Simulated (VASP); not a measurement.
# Sc3Al5N8: single point with PBEsol

The system is Sc3Al5N8.

```xyz
16
Lattice="-0.0087 -0.0050 -4.9510 3.3572 5.7096 0.0108 3.2661 -5.6570 0.0000" Properties=species:S:1:pos:R:3 pbc="T T T"
Sc    1.5960   -0.9287   -0.0847
Sc    3.2597   -3.8105   -0.0847
Sc    3.3603   -1.8313   -2.5527
Al    3.3122    1.9123   -0.0323
Al    4.9831   -0.8944   -0.0230
Al    1.6893    0.9753   -2.4902
Al    4.9533    0.9720   -2.4960
Al    3.3184    3.8037   -2.4960
N     1.5528   -0.8960   -2.9086
N     3.2665   -3.8643   -2.9086
N     3.3226    1.9183   -3.0643
N     5.0923   -0.8313   -3.0865
N     3.3916   -1.8132   -0.4321
N     1.7726    1.0234   -0.6051
N     4.8491    0.9224   -0.6026
N     3.2234    3.7383   -0.6026
```

- Program: VASP 6.6.1
- Task: single point
- Functional: PBEsol
- Potentials or basis: VASP PAW PBE potentials, release 64 (Sc_sv, Al, N)
- Cutoff: 520 eV
- k mesh: 6 × 4 × 4
- Occupations: gaussian, width 0.02 eV
- Spin: no spin polarisation

The pressure is 0.3 GPa. The largest force is 0.068 eV/Å and the band gap on the k mesh is 3.13 eV, indirect (least direct gap 3.23 eV).

Forces in eV/Å, atoms in the order of the input:
```
Sc  -0.013 -0.009  0.005
Sc  -0.015 -0.007  0.005
Sc   0.000  0.000 -0.007
Al   0.004  0.002 -0.007
Al  -0.001  0.000 -0.003
Al  -0.001 -0.001 -0.007
Al   0.001  0.004 -0.005
Al   0.004 -0.001 -0.005
N   -0.044  0.024  0.025
N   -0.001 -0.051  0.025
N    0.000  0.000  0.005
N    0.041  0.024 -0.009
N    0.055  0.032  0.015
N    0.055  0.032 -0.023
N   -0.043 -0.024 -0.007
N   -0.042 -0.026 -0.007
```

Levels at points of the mesh, in eV from the valence-band top:
```tsv
k point	band 41	band 42	band 43	band 44	band 45	band 46	band 47	band 48
(0.00, 0.00, 0.00)	-0.55	-0.35	-0.07	0.00	3.44	3.62	3.67	3.96
(0.50, 0.00, 0.00)	-0.73	-0.65	-0.57	0.00	3.79	4.20	4.23	4.44
(0.00, 0.50, 0.00)	-0.42	-0.23	-0.19	-0.09	3.51	3.52	3.97	4.36
(0.50, 0.50, 0.00)	-0.60	-0.43	-0.36	-0.29	3.98	4.44	4.64	4.67
(0.00, 0.00, 0.50)	-0.46	-0.33	-0.25	-0.16	3.24	3.63	3.80	4.11
(0.50, 0.00, 0.50)	-0.57	-0.45	-0.36	-0.22	3.85	4.09	4.32	4.74
```

Run time: 11 min on 1 thread of Intel(R) Xeon(R) Platinum 8488C (Sapphire Rapids) (shared host), peak memory 0.44 GiB.

Caveat: the PAW data sets were made with another functional, which shifts forces and pressure a little. A k mesh can miss the band edges.
